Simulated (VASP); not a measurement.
Runs of VASP 6.6.1 on Ti3Al. The structure is that of space group P-6m2 (No. 187), or close to it. The cells are those of the table. 

```csv
cell,further INCAR settings,gap on the mesh (eV),pressure (GPa),largest force (eV/Å)
"a = 2.838, b = 2.838, c = 9.516 Å, angles 90.0, 90.0, 120.0°, 4 atoms",ALGO = Fast; EDIFF = 1e-06; NBANDS = 28,none,-0.4,0.15
"a = 3.077, b = 3.077, c = 8.094 Å, angles 90.0, 90.0, 120.0°, 4 atoms",ALGO = Fast; EDIFF = 1e-06; NBANDS = 28,none,(a),0.05
"a = 2.756, b = 2.756, c = 9.819 Å, angles 90.0, 90.0, 120.0°, 4 atoms",ALGO = Fast; EDIFF = 1e-06; NBANDS = 28,none,(b),0.39
"a = 2.870, b = 2.870, c = 9.056 Å, angles 90.0, 90.0, 120.0°, 4 atoms",ALGO = Fast; EDIFF = 1e-07; NBANDS = 28,none,3.1,0.01
"a = 2.955, b = 2.955, c = 8.776 Å, angles 90.0, 90.0, 120.0°, 4 atoms",ALGO = Fast; EDIFF = 1e-07; NBANDS = 28,none,0.6,0.10
```

Alike in all rows: task single point; level PBEsol; potentials or basis VASP PAW PBE potentials, release 64 (Ti_sv, Al); no spin polarisation; k mesh 18 × 18 × 6; cutoff (eV) 520; smearing gaussian 0.15 eV.

Problem. Estimate the missing entries.

Solution. (a) 2.4; (b) 2.6.

Caveats: the PAW data sets were made with another functional, which shifts forces and pressure a little; the stress differs along the axes, from -6 to 2 GPa (at least some runs); the stress differs along the axes, from -5 to 17 GPa (at least some runs); the stress differs along the axes, from -8 to 8 GPa (at least some runs); the cell stands under pressure (at least some runs); the stress differs along the axes, from -3 to 7 GPa (at least some runs).

A gap of «none» marks levels without a gap at the run's occupations.
